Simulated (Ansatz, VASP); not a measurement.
# GaP in VASP and in Ansatz

Contents of INCAR:

```
SYSTEM = GaP
ALGO = Normal
EDIFF = 1E-7
EDIFFG = -0.005
ENCUT = 600
GGA = CA
IBRION = 2
ISIF = 3
ISMEAR = 0
LASPH = .True.
LCHARG = .False.
LREAL = .False.
LWAVE = .False.
NELM = 80
NSW = 100
PREC = Accurate
SIGMA = 0.02
```

KPOINTS

```
k-points
0
Gamma
  8 8 8
  0 0 0
```

The input POSCAR:

```
GaP
1.0
    0.0000000000      2.7258124900      2.7258124900
    2.7258124900      0.0000000000      2.7258124900
    2.7258124900      2.7258124900      0.0000000000
Ga P
1 1
Direct
    0.0000000000      0.0000000000      0.0000000000
    0.7500000000      0.7500000000      0.7500000000
```

Input for Ansatz:

```yaml
crystal:
  lattice:
    - [0.0, 2.72581249, 2.72581249]
    - [2.72581249, 0.0, 2.72581249]
    - [2.72581249, 2.72581249, 0.0]
  atoms:
    - { symbol: Ga, position: [0.0, 0.0, 0.0] }
    - { symbol: P, position: [0.75, 0.75, 0.75] }
basis:
  ecutwfc: 420
kpoints:
  mp_grid: { grid: [8, 8, 8] }
hamiltonian:
  xc: lda
scf:
  occupations: { method: gaussian, width: 0.02 }
output:
  forces: true
  stress: true
  eigenvalues: true
relax:
  adjacent_minimum: "off"
  f_tol: 0.005
  max_steps: 80
  cell: { stress_tol: 0.05 }
```

Alike in both runs: task relaxation of cell and atoms; functional LDA; k mesh 8 × 8 × 8; occupations gaussian, width 0.02 eV; no spin polarisation.

|  | VASP | Ansatz |
| --- | --- | --- |
| version | VASP 6.6.1 | Ansatz 0.2.0 |
| potentials or method | VASP PAW LDA potentials, release 64 (Ga_d, P), cutoff 600 eV | scalar-relativistic, plane waves, PAW |
| valence electrons in the cell | 18 | 18 |

```tsv
	VASP	Ansatz	Ansatz less VASP
gap on the k mesh at the Fermi level, each at its own relaxed structure (eV)	1.43	1.43	-0.001
relaxed volume (Å³/atom)	19.61	19.59	-0.020
relaxed cell length with the largest relative difference (Å)	3.814	3.812	-0.0013
```

LDA's correlation is that of Perdew and Zunger in VASP and of Perdew and Wang (1992) in Ansatz.
